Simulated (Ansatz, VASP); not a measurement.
## GaAs: VASP beside Ansatz

```
Ga As
1.0
     0.00000    8.48055    8.48055
     8.48055    0.00000    8.48055
     8.48055    8.48055    0.00000
Ga As
27 27
Direct
  0.00000 0.00000 0.00000
  0.00000 0.00000 0.33333
  0.00000 0.00000 0.66667
  0.00000 0.33333 0.00000
  0.00000 0.33333 0.33333
  0.00000 0.33333 0.66667
  0.00000 0.66667 0.00000
  0.00000 0.66667 0.33333
  0.00000 0.66667 0.66667
  0.33333 0.00000 0.00000
  0.33333 0.00000 0.33333
  0.33333 0.00000 0.66667
  0.33333 0.33333 0.00000
  0.33333 0.33333 0.33333
  0.33333 0.33333 0.66667
  0.33333 0.66667 0.00000
  0.33333 0.66667 0.33333
  0.33333 0.66667 0.66667
  0.66667 0.00000 0.00000
  0.66667 0.00000 0.33333
  0.66667 0.00000 0.66667
  0.66667 0.33333 0.00000
  0.66667 0.33333 0.33333
  0.66667 0.33333 0.66667
  0.66667 0.66667 0.00000
  0.66667 0.66667 0.33333
  0.66667 0.66667 0.66667
  0.08333 0.08333 0.08333
  0.08333 0.08333 0.41667
  0.08333 0.08333 0.75000
  0.08333 0.41667 0.08333
  0.08333 0.41667 0.41667
  0.08333 0.41667 0.75000
  0.08333 0.75000 0.08333
  0.08333 0.75000 0.41667
  0.08333 0.75000 0.75000
  0.41667 0.08333 0.08333
  0.41667 0.08333 0.41667
  0.41667 0.08333 0.75000
  0.41667 0.41667 0.08333
  0.41667 0.41667 0.41667
  0.41667 0.41667 0.75000
  0.41667 0.75000 0.08333
  0.41667 0.75000 0.41667
  0.41667 0.75000 0.75000
  0.75000 0.08333 0.08333
  0.75000 0.08333 0.41667
  0.75000 0.08333 0.75000
  0.75000 0.41667 0.08333
  0.75000 0.41667 0.41667
  0.75000 0.41667 0.75000
  0.75000 0.75000 0.08333
  0.75000 0.75000 0.41667
  0.75000 0.75000 0.75000
```

Alike in both runs: task single point; functional PBE; k mesh 1 × 1 × 1; occupations gaussian, width 0.05 eV; no spin polarisation.

|  | VASP | Ansatz |
| --- | --- | --- |
| version | VASP 6.6.1 | Ansatz 0.2.0 |
| potentials or method | VASP PAW PBE potentials, release 64 (Ga_d, As), cutoff 520 eV | scalar-relativistic, plane waves, PAW |
| valence electrons in the cell | 486 | 756 |

|  | VASP | Ansatz | Ansatz less VASP |
| --- | --- | --- | --- |
| gap on the k mesh at the Fermi level (eV) | 0.49 | 0.49 | -0.004 |

With one functional, cell and mesh, what is left measures potentials, basis and numerics. VASP's potentials hold 486 valence electrons a cell and Ansatz's 756, so a difference there can come from the potentials and not from the codes. Ansatz's warnings: structure snapped to symmetry.

The k mesh is coarse, so the values compare programs but aren't converged.
